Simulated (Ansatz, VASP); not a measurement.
## Sb: VASP beside Ansatz

The input INCAR:

```
SYSTEM = Sb
PREC = Accurate ; ENCUT = 520
EDIFF = 1E-7 ; ISMEAR = -1
SIGMA = 0.6 ; LREAL = .False.
LASPH = .True. ; NELM = 80
ALGO = Normal ; ISIF = 2
LWAVE = .False. ; LCHARG = .False.
GGA = CA ; NBANDS = 12
```

KPOINTS

```
regular mesh
0
Gamma
  9 9 9
  0 0 0
```

POSCAR

```
Sb
1.0
    2.1456002536      1.2387628840      3.6587425366
   -2.1456002536      1.2387628840      3.6587425366
    0.0000000000     -2.4775257680      3.6587425366
Sb
2
Direct
    0.2359371474      0.2359371474      0.2359371474
    0.7640628526      0.7640628526      0.7640628526
```

Input for Ansatz:

```yaml
crystal:
  lattice:
    - [2.1456002536, 1.238762884, 3.6587425366]
    - [-2.1456002536, 1.238762884, 3.6587425366]
    - [0.0, -2.477525768, 3.6587425366]
  atoms:
    - { symbol: Sb, position: [0.2359371474, 0.2359371474, 0.2359371474] }
    - { symbol: Sb, position: [0.7640628526, 0.7640628526, 0.7640628526] }
hamiltonian:
  xc: lda
  pseudopotentials:
    kind: paw
    azcp:
      Sb: "pseudopotentials/Sb.paw.azcp"
basis:
  ecutwfc: 420
  fft_grid_basis: typed
kpoints:
  mp_grid: { grid: [9, 9, 9], shift: [0, 0, 0] }
magnetization:
  spin_polarized: false
scf:
  occupations: { method: fermi_dirac, width: 0.6 }
  lower_state_search: "off"
output:
  stress: true
```

Alike in both runs: task single point; functional LDA; k mesh 9 × 9 × 9; occupations fermi-dirac, width 0.6 eV; no spin polarisation.

|  | VASP | Ansatz |
| --- | --- | --- |
| version | VASP 6.6.1 | Ansatz 0.2.0 |
| potentials or method | VASP PAW LDA potentials, release 64 (Sb), cutoff 520 eV | plane waves (420 eV) with PAW, scalar-relativistic |
| valence electrons in the cell | 10 | 30 |

```tsv
	VASP	Ansatz	Ansatz less VASP
pressure (GPa)	1.7	1.4	-0.27
traceless stress, the component that is largest in VASP (GPa)	-0.37	-0.32	+0.052
```

Ansatz warns that its potentials were made for another functional, while VASP's fit it. LDA's correlation is that of Perdew and Zunger in VASP and of Perdew and Wang (1992) in Ansatz. VASP's potentials hold 10 valence electrons a cell and Ansatz's 30, so a difference there can come from the potentials and not from the codes.

Spin-orbit coupling is off throughout.
